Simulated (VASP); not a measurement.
# KZnCl3 in VASP: notebook

The runs below take KZnCl3 through single point, with r2SCAN.

All numbers are computed with VASP 6.6.1; they aren't measurements. Logs are shortened: lines on timing, memory, paths and dates and some standing lists are left out, and cuts for length are marked.

## 1. The cell of the first run

The structure is tetragonal, space group P4/mmm (No. 123). The conventional cell has a = 4.900 Å, b = 4.900 Å, c = 4.704 Å, α = 90.00°, β = 90.00°, γ = 90.00°. Within 4.5 Å of K (site symmetry 4/mmm) lie 12 Cl at 3.40 to 3.46 Å and 8 Zn at 4.19 Å. Zn (site symmetry 4/mmm) has 6 Cl at 2.35 to 2.45 Å within 3.1 Å. Cl (site symmetry mmm) has 2 Zn at 2.45 Å within 3.2 Å. Cl (site symmetry 4/mmm) has 2 Zn at 2.35 Å within 3.1 Å.

## 2. Single point, r2SCAN (uniaxial x strain -4.0%)

Contents of POSCAR:

```
KZnCl3
1.0
    4.7041104778      0.0000000000      0.0000000000
    0.0000000000      4.9001150810      0.0000000000
    0.0000000000      0.0000000000      4.9001150810
K Zn Cl
1 1 3
Direct
    0.0000000000      0.0000000000      0.0000000000
    0.5000000000      0.5000000000      0.5000000000
    0.5000000000      0.5000000000      0.0000000000
    0.5000000000      0.0000000000      0.5000000000
    0.0000000000      0.5000000000      0.5000000000
```

Contents of INCAR.step1:

```
PREC     = Accurate       # precision mode
ENCUT    = 520            # plane-wave cutoff, eV
ISMEAR   = 0              # smearing method
SIGMA    = 0.01           # smearing width, eV
LREAL    = False          # projectors in reciprocal space
LASPH    = True           # aspherical terms in the spheres
NELM     = 80             # most SCF steps
NBANDS   = 29             # bands
GGA      = PE             # functional
ALGO     = Normal         # electronic algorithm
EDIFF    = 1E-4           # SCF threshold, eV
LWAVE    = True           # write WAVECAR
LCHARG   = False          # write CHGCAR
```

Contents of INCAR.step2:

```
PREC     = Accurate       # precision mode
ENCUT    = 520            # plane-wave cutoff, eV
EDIFF    = 1E-6           # SCF threshold, eV
ISMEAR   = 0              # smearing method
SIGMA    = 0.01           # smearing width, eV
LREAL    = False          # projectors in reciprocal space
LASPH    = True           # aspherical terms in the spheres
NELM     = 80             # most SCF steps
ALGO     = Normal         # electronic algorithm
ISIF     = 2              # what is computed and relaxed
LWAVE    = False          # write WAVECAR
LCHARG   = False          # write CHGCAR
METAGGA  = R2SCAN         # meta-GGA
LMIXTAU  = True         
NBANDS   = 29             # bands
ISTART   = 1
```

Contents of KPOINTS:

```
regular mesh
0
Gamma
  6 6 6
```

Potentials or basis: VASP PAW PBE potentials, release 64 (K_sv, Zn, Cl).

Command:

```console
> cat potpaw_PBE.64/K_sv/POTCAR potpaw_PBE.64/Zn/POTCAR potpaw_PBE.64/Cl/POTCAR > POTCAR
> cp INCAR.step1 INCAR
> mpirun -np 1 vasp_std > vasp.out
> cp INCAR.step2 INCAR
> mpirun -np 1 vasp_std > vasp.out
```

OUTCAR:

```text
PREC = Accurate
   ENCUT = 520
   EDIFF = 1E-6
   ISMEAR = 0
   LREAL = False
   LASPH = True
   NELM = 80
   ISIF = 2
   METAGGA = R2SCAN
   ISTART = 1

 ion  position               nearest neighbor table
   1  0.000  0.000  0.000-
   2  0.500  0.500  0.500-   5 2.35   5 2.35   3 2.45   3 2.45   4 2.45   4 2.45
   3  0.500  0.500  0.000-   2 2.45   2 2.45
   4  0.500  0.000  0.500-   2 2.45   2 2.45
   5  0.000  0.500  0.500-   2 2.35   2 2.35

  LATTYP: Found a simple tetragonal cell.
 ALAT       =     4.9001150810
 C/A-ratio  =     0.9600000000

  Lattice vectors:

 A1 = (   0.0000000000,   4.9001150810,   0.0000000000)
 A2 = (   0.0000000000,   0.0000000000,   4.9001150810)
 A3 = (   4.7041104778,   0.0000000000,   0.0000000000)

Analysis of symmetry for initial positions (statically):
=====================================================================
 Subroutine PRICEL returns:
 Original cell was already a primitive cell.

 Routine SETGRP: Setting up the symmetry group for a
 simple tetragonal supercell.

 Subroutine GETGRP returns: Found 16 space group operations
 (whereof 16 operations were pure point group operations)
 out of a pool of 16 trial point group operations.

The static configuration has the point symmetry D_4h.

Analysis of symmetry for dynamics (positions and initial velocities):
=====================================================================
 Subroutine PRICEL returns:
 Original cell was already a primitive cell.

 Routine SETGRP: Setting up the symmetry group for a
 simple tetragonal supercell.

 Subroutine GETGRP returns: Found 16 space group operations
 (whereof 16 operations were pure point group operations)
 out of a pool of 16 trial point group operations.

The dynamic configuration has the point symmetry D_4h.

 Subroutine INISYM returns: Found 16 space group operations
 (whereof 16 operations are pure point group operations),
 and found     1 'primitive' translations

----------------------------------------------------------------------------------------

                                     Primitive cell

  volume of cell :     112.9510

  direct lattice vectors                    reciprocal lattice vectors
     4.704110478  0.000000000  0.000000000     0.212580041  0.000000000  0.000000000
     0.000000000  4.900115081  0.000000000     0.000000000  0.204076840  0.000000000
     0.000000000  0.000000000  4.900115081     0.000000000  0.000000000  0.204076840

  length of vectors
     4.704110478  4.900115081  4.900115081     0.212580041  0.204076840  0.204076840

  position of ions in fractional coordinates (direct lattice)
     0.000000000  0.000000000  0.000000000
     0.500000000  0.500000000  0.500000000
     0.500000000  0.500000000  0.000000000
     0.500000000  0.000000000  0.500000000
     0.000000000  0.500000000  0.500000000

  ion indices of the primitive-cell ions
   primitive index   ion index
                 1           1
                 2           2
                 3           3
                 4           4
                 5           5

----------------------------------------------------------------------------------------

 KPOINTS: regular mesh

Automatic generation of k-mesh.
 Grid dimensions read from file:
 generate k-points for:    6    6    6

 Generating k-lattice:

  Cartesian coordinates                     Fractional coordinates (reciprocal lattice)
     0.035430007  0.000000000  0.000000000     0.166666667  0.000000000  0.000000000
     0.000000000  0.034012807  0.000000000     0.000000000  0.166666667  0.000000000
     0.000000000  0.000000000  0.034012807     0.000000000  0.000000000  0.166666667

  Length of vectors
     0.035430007  0.034012807  0.034012807

  Shift w.r.t. Gamma in fractional coordinates (k-lattice)
     0.000000000  0.000000000  0.000000000

 Subroutine IBZKPT returns following result:
 ===========================================

 Found     40 irreducible k-points:

 Following reciprocal coordinates:
            Coordinates               Weight
  0.000000  0.000000  0.000000      1.000000
  0.166667  0.000000  0.000000      2.000000
  0.333333  0.000000  0.000000      2.000000
  0.500000  0.000000  0.000000      1.000000
  0.000000  0.166667  0.000000      4.000000
  0.166667  0.166667  0.000000      8.000000
[... 16 lines left out ...]
  0.333333  0.333333  0.166667     16.000000
  0.500000  0.333333  0.166667      8.000000
 [... further k-points ...]
   k-points           NKPTS =     40   k-points in BZ     NKDIM =     40   number of bands    NBANDS=     29
   number of dos      NEDOS =    301   number of ions     NIONS =      5
   total plane-waves  NPLWV =  46656
   dimension x,y,z NGX =    36 NGY =   36 NGZ =   36
   dimension x,y,z NGXF=    72 NGYF=   72 NGZF=   72
   ions per type =               1   1   3
   NGX,Y,Z   is equivalent  to a cutoff of  12.72, 12.21, 12.21 a.u.
   NGXF,Y,Z  is equivalent  to a cutoff of  25.45, 24.43, 24.43 a.u.
 SYSTEM =  unknown system
   PREC   = accura    normal or accurate (medium, high low for compatibility)
   ISTART =      1    job   : 0-new  1-cont  2-samecut
   ICHARG =      0    charge: 1-file 2-atom 10-const
   ISPIN  =      1    spin polarized calculation?
   LNONCOLLINEAR =      F non collinear calculations
   LSORBIT =      F    spin-orbit coupling
   LASPH  =      T    aspherical Exc in radial PAW
   ENCUT  =  520.0 eV  38.22 Ry    6.18 a.u.   8.75  9.11  9.11*2*pi/ulx,y,z
   NELM   =     80;   NELMIN=  2; NELMDL=  0     # of ELM steps
   EDIFF  = 0.1E-05   stopping-criterion for ELM
   LREAL  =      F    real-space projection
   EDIFFG = 0.1E-04   stopping-criterion for IOM
   NSW    =      0    number of steps for IOM
   IBRION =     -1    ionic relax: 0-MD 1-quasi-New 2-CG
   NFREE  =      0    steps in history (QN), initial steepest desc. (CG)
   ISIF   =      2    stress and relaxation
   ISYM   =      2    0-nonsym 1-usesym 2-fastsym
   POTIM  = 0.5000    time-step for ionic-motion
   TEBEG  =    0.0;   TEEND  =   0.0 temperature during run
   PSTRESS=    0.0 pullay stress
   NELECT =      42.0000    total number of electrons
   NUPDOWN=      -1.0000    fix difference up-down
   EMIN   =  10.00;   EMAX   =-10.00  energy-range for DOS
   EFERMI =   0.00;   METHOD = LEGACY
   ISMEAR =     0;   SIGMA  =   0.01  broadening in eV -4-tet -1-fermi 0-gaus
   EFERMI_NEDOS =   21; number of points for ismear=-14 and -15
   IALGO  =     38    algorithm
   IMIX   =      4    mixing-type and parameters
     AMIX     =   0.40;   BMIX     =  1.00
     AMIX_MAG =   1.60;   BMIX_MAG =  1.00
  volume/ion in A,a.u.               =      22.59       152.45
  Fermi-wavevector in a.u.,A,eV,Ry     =   1.177230  2.224642 18.855905  1.385870
  Thomas-Fermi vector in A             =   2.313580
   LORBIT       =      0    0 simple, 1 ext, 2 COOP (PROOUT), +10 PAW based schemes
   METAGGA = R2SCAN    functional components
   LHFCALC =     F    Hartree Fock is set to
   AEXX    =    0.0000 exact exchange contribution
   IVDW    =     0    specifies the selected vdW correction
   LEPSILON=     F    determine dielectric tensor
   LRPA    =     F    only Hartree local field effects (RPA)
 non-spin polarized calculation
 Gauss-broadening in eV      SIGMA  =   0.01
  energy-cutoff  :      520.00
  volume of cell :      112.95
 maximum number of plane-waves:      3058
 NGX is ok and might be reduce to    36
   NGX = 17   NGY = 19   NGZ = 19

 number of electron      42.0000006 magnetization

 Free energy of the ion-electron system (eV)
  ---------------------------------------------------
  ext. energy  EPLUGINS =         0.00000000
  ---------------------------------------------------
  free energy    TOTEN  =       -41.36125875 eV

  energy without entropy =      -41.36125875  energy(sigma->0) =      -41.36125875

 E-fermi :   0.2162     XC(G=0):  -9.4625

 val. band max:        0.1261151387   @ k =   0.5000   0.5000   0.5000
 cond. band min:       2.4291170695   @ k =   0.0000   0.0000   0.0000
 fundamental gap:      2.3030019309
 Fermi energy:         0.2161848755

 k-point     1 :       0.0000    0.0000    0.0000
  band No.  band energies     occupation
      1     -28.9304      2.00000
      2     -14.8126      2.00000
      3     -13.6926      2.00000
      4     -13.5920      2.00000
      5     -11.6553      2.00000
      6     -11.6553      2.00000
[... 21 lines left out ...]
     28       8.6679      0.00000
     29      12.1260      0.00000

 k-point     2 :       0.1667    0.0000    0.0000
  band No.  band energies     occupation
      1     -28.9300      2.00000
      2     -14.7400      2.00000
      3     -13.7659      2.00000
      4     -13.5880      2.00000
      5     -11.6529      2.00000
      6     -11.6529      2.00000
[... 21 lines left out ...]
     28       8.9879      0.00000
     29      11.9046      0.00000

 k-point     3 :       0.3333    0.0000    0.0000
  band No.  band energies     occupation
      1     -28.9292      2.00000
      2     -14.5476      2.00000
      3     -13.9566      2.00000
      4     -13.5798      2.00000
      5     -11.6480      2.00000
      6     -11.6480      2.00000
[... 21 lines left out ...]
     28       9.8559      0.00000
     29      10.9316      0.00000

 k-point     4 :       0.5000    0.0000    0.0000
  band No.  band energies     occupation
      1     -28.9288      2.00000
      2     -14.3673      2.00000
      3     -14.1346      2.00000
      4     -13.5757      2.00000
      5     -11.6455      2.00000
      6     -11.6455      2.00000
[... 597 lines left out ...]
     28      10.0109      0.00000
     29      10.6047      0.00000

 k-point    23 :       0.3333    0.3333    0.1667
  band No.  band energies     occupation
      1     -28.9283      2.00000
      2     -14.3483      2.00000
      3     -13.9209      2.00000
      4     -13.7429      2.00000
      5     -11.6526      2.00000
      6     -11.6406      2.00000
[... 21 lines left out ...]
     28      10.0441      0.00000
     29      10.7808      0.00000

 k-point    24 :       0.5000    0.3333    0.1667
  band No.  band energies     occupation
      1     -28.9279      2.00000
      2     -14.1354      2.00000
      3     -14.1001      2.00000
      4     -13.7434      2.00000
      5     -11.6559      2.00000
      6     -11.6352      2.00000
[... 21 lines left out ...]
     28      10.1202      0.00000
     29      10.4576      0.00000

 [... further k-points ...]

------------------------ aborting loop because EDIFF is reached ----------------------------------------

  FORCE on cell =-STRESS in cart. coord.  units (eV):
  Direction    XX          YY          ZZ          XY          YZ          ZX
  --------------------------------------------------------------------------------------
  -------------------------------------------------------------------------------------
  Total        2.3935711      0.9671556      0.9671556      0.0000000      0.0000000      0.0000000
  in kB       33.9521164     13.7188238     13.7188238      0.0000000      0.0000000      0.0000000
  external PRESSURE =      20.4632547 kB  Pullay stress =       0.0000000 kB

 VOLUME and BASIS-vectors are now :
 -----------------------------------------------------------------------------
  energy-cutoff  :      520.00
  volume of cell :      112.95
      direct lattice vectors                 reciprocal lattice vectors
     4.704110478  0.000000000  0.000000000     0.212580041  0.000000000  0.000000000
     0.000000000  4.900115081  0.000000000     0.000000000  0.204076840  0.000000000
     0.000000000  0.000000000  4.900115081     0.000000000  0.000000000  0.204076840

 POSITION                                       TOTAL-FORCE (eV/Angst)
 -----------------------------------------------------------------------------------
      0.00000      0.00000      0.00000         0.000000      0.000000      0.000000
      2.35206      2.45006      2.45006         0.000000      0.000000      0.000000
      2.35206      2.45006      0.00000         0.000000      0.000000      0.000000
      2.35206      0.00000      2.45006         0.000000      0.000000      0.000000
      0.00000      2.45006      2.45006         0.000000      0.000000      0.000000
 -----------------------------------------------------------------------------------
    total drift:                                0.000000      0.000000      0.000000

  FREE ENERGIE OF THE ION-ELECTRON SYSTEM (eV)
  ---------------------------------------------------
  free  energy   TOTEN  =       -41.3612587464 eV

  energy  without entropy=      -41.3612587464  energy(sigma->0) =      -41.36125875
```

Wall time 3.5 min (1 thread of Intel Xeon 6975P-C (Granite Rapids), shared host); peak memory 0.29 GiB.

Results:

```
Free energy            : -41.3613 eV
Pressure               : 2.0 GPa
Band gap on the k mesh : 2.30 eV (least direct gap 2.95 eV)
```

Stress tensor (GPa, compression positive):
```
3.40 0.00 0.00
0.00 1.37 0.00
0.00 0.00 1.37
```

Levels at points of the mesh, in eV from the valence-band top:
```tsv
k point	band 18	band 19	band 20	band 21	band 22	band 23	band 24	band 25
(0.00, 0.00, 0.00)	-0.97	-0.70	-0.65	-0.65	2.30	6.25	7.39	7.55
(0.50, 0.00, 0.00)	-1.36	-1.32	-0.87	-0.87	5.69	8.28	8.38	9.37
(0.00, 0.50, 0.00)	-1.26	-1.20	-0.87	-0.83	5.15	8.07	8.38	8.99
(0.50, 0.50, 0.00)	-1.42	-1.34	-0.13	-0.06	7.62	8.06	8.59	9.39
(0.00, 0.50, 0.50)	-1.28	-1.28	-0.21	-0.19	7.18	8.24	8.24	9.37
(0.50, 0.50, 0.50)	-0.17	-0.10	-0.10	0.00	6.94	6.94	7.36	7.39
```

Caveat: the cell differs from its parent crystal (uniaxial x strain -4.0%); the PAW data sets were made with another functional, which shifts forces and pressure a little.

## 3. Single point, r2SCAN (shear xy strain -1.5%)

Edit POSCAR of step 2 so:

```diff
@@ -2,4 +2,4 @@
 1.0
-    4.7041104778      0.0000000000      0.0000000000
-    0.0000000000      4.9001150810      0.0000000000
+    4.9001150810     -0.0367508631      0.0000000000
+   -0.0367508631      4.9001150810      0.0000000000
     0.0000000000      0.0000000000      4.9001150810
```

Contents of INCAR.step1:

```
SYSTEM = KZnCl3
PREC     = Accurate       ! precision mode
ENCUT    = 520            ! plane-wave cutoff, eV
ISMEAR   = 0              ! smearing method
SIGMA    = 0.01           ! smearing width, eV
LREAL    = .FALSE.        ! projectors in reciprocal space
LASPH    = .TRUE.         ! aspherical terms in the spheres
NELM     = 100            ! most SCF steps
NBANDS   = 29             ! bands
GGA      = PE             ! functional
ALGO     = Normal         ! electronic algorithm
EDIFF    = 1E-4           ! SCF threshold, eV
LWAVE    = .TRUE.         ! write WAVECAR
LCHARG   = .FALSE.        ! write CHGCAR
```

Contents of INCAR.step2:

```
SYSTEM = KZnCl3
PREC     = Accurate       ! precision mode
ENCUT    = 520            ! plane-wave cutoff, eV
EDIFF    = 1E-6           ! SCF threshold, eV
ISMEAR   = 0              ! smearing method
SIGMA    = 0.01           ! smearing width, eV
LREAL    = .FALSE.        ! projectors in reciprocal space
LASPH    = .TRUE.         ! aspherical terms in the spheres
NELM     = 100            ! most SCF steps
ALGO     = Normal         ! electronic algorithm
ISIF     = 2              ! what is computed and relaxed
LWAVE    = .FALSE.        ! write WAVECAR
LCHARG   = .TRUE.         ! write CHGCAR
METAGGA  = R2SCAN         ! meta-GGA
LMIXTAU  = .TRUE.       
LELF     = .TRUE.         ! ELF
LVHAR    = .TRUE.       
NBANDS   = 29             ! bands
ISTART   = 1
```

Contents of KPOINTS:

```
Automatic mesh
0
G
  6 6 6
  0 0 0
```

Potentials or basis: VASP PAW PBE potentials, release 64 (K_sv, Zn, Cl).

Command:

```console
> cat potpaw_PBE.64/K_sv/POTCAR potpaw_PBE.64/Zn/POTCAR potpaw_PBE.64/Cl/POTCAR > POTCAR
> cp INCAR.step1 INCAR
> mpirun -np 1 vasp_std > vasp.out
> cp INCAR.step2 INCAR
> mpirun -np 1 vasp_std > vasp.out
```

It took 3.9 min on 1 thread of Intel Xeon 6975P-C (Granite Rapids), shared host; peak memory 0.33 GiB.

The run converged. Its results:

| Property | Result |
| --- | --- |
| Free energy | -41.4074 eV |
| Pressure | 0.0 GPa |
| Band gap on the k mesh | 2.25 eV (least direct gap 2.75 eV) |

Stress tensor (GPa, compression positive):
```
0.02 0.32 0.00
0.32 0.02 0.00
0.00 0.00 0.01
```

Levels at points of the mesh, in eV from the valence-band top:
```
           k point  band 17  band 18  band 19  band 20  band 21  band 22  band 23  band 24  band 25  band 26
(0.00, 0.00, 0.00)    -0.86    -0.84    -0.57    -0.54    -0.50     2.25     6.26     7.62     7.63     8.59
(0.50, 0.00, 0.00)    -1.12    -1.11    -1.11    -0.71    -0.71     5.16     8.17     8.39     9.18     9.55
(0.50, 0.50, 0.00)    -1.35    -1.18    -1.15    -0.10    -0.02     7.21     8.23     8.32     9.39     9.85
(0.00, 0.00, 0.50)    -1.12    -1.12    -1.11    -0.78    -0.65     5.16     8.17     8.39     9.18     9.55
(0.50, 0.00, 0.50)    -1.35    -1.17    -1.17    -0.08    -0.05     7.21     8.27     8.27     9.39     9.85
(0.50, 0.50, 0.50)    -0.09    -0.06    -0.03    -0.02     0.00     7.07     7.13     7.19     7.46     9.53
```

Caveat: the cell differs from its parent crystal (shear xy strain -1.5%); the PAW data sets were made with another functional, which shifts forces and pressure a little.
